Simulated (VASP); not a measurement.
A run of VASP 6.6.1:

The input INCAR:

```
PREC     = Accurate       # precision mode
ENCUT    = 700            # plane-wave cutoff, eV
EDIFF    = 1E-6           # SCF threshold, eV
ISMEAR   = 0              # smearing method
SIGMA    = 0.15           # smearing width, eV
LREAL    = False          # projectors in reciprocal space
LASPH    = True           # aspherical terms in the spheres
NELM     = 120            # most SCF steps
ALGO     = Normal         # electronic algorithm
ISIF     = 2              # what is computed and relaxed
LWAVE    = False          # write WAVECAR
LCHARG   = True           # write CHGCAR
LELF     = True           # ELF
LVHAR    = True         
NBANDS   = 26             # bands
GGA_COMPAT= False
```

File KPOINTS:

```
regular mesh
0
Gamma
  21 21 12
```

Contents of POSCAR:

```
Cu
1.0
    2.5340966698      0.0000000000      0.0000000000
   -1.2670483349      2.1945920917      0.0000000000
    0.0000000000      0.0000000000      4.1742595650
Cu
2
Direct
    0.3333333333      0.6666666667      0.2500000000
    0.6666666667      0.3333333333      0.7500000000
```

Potentials or basis: VASP PAW LDA potentials, release 64 (Cu_sv_GW).

Launch:

```bash
$ cat potpaw_LDA.64/Cu_sv_GW/POTCAR > POTCAR
$ mpirun -np 1 vasp_std > vasp.out
```

Hardware: 1 thread of Intel(R) Xeon(R) Platinum 8488C (Sapphire Rapids), with other jobs on the host.

Problem. Estimate the wall time of this run.

Solution. Run time: 2.4 min on 1 thread of Intel(R) Xeon(R) Platinum 8488C (Sapphire Rapids), on a shared host, peak memory 0.4 GiB. Counts: scf iterations 12, k points 336.
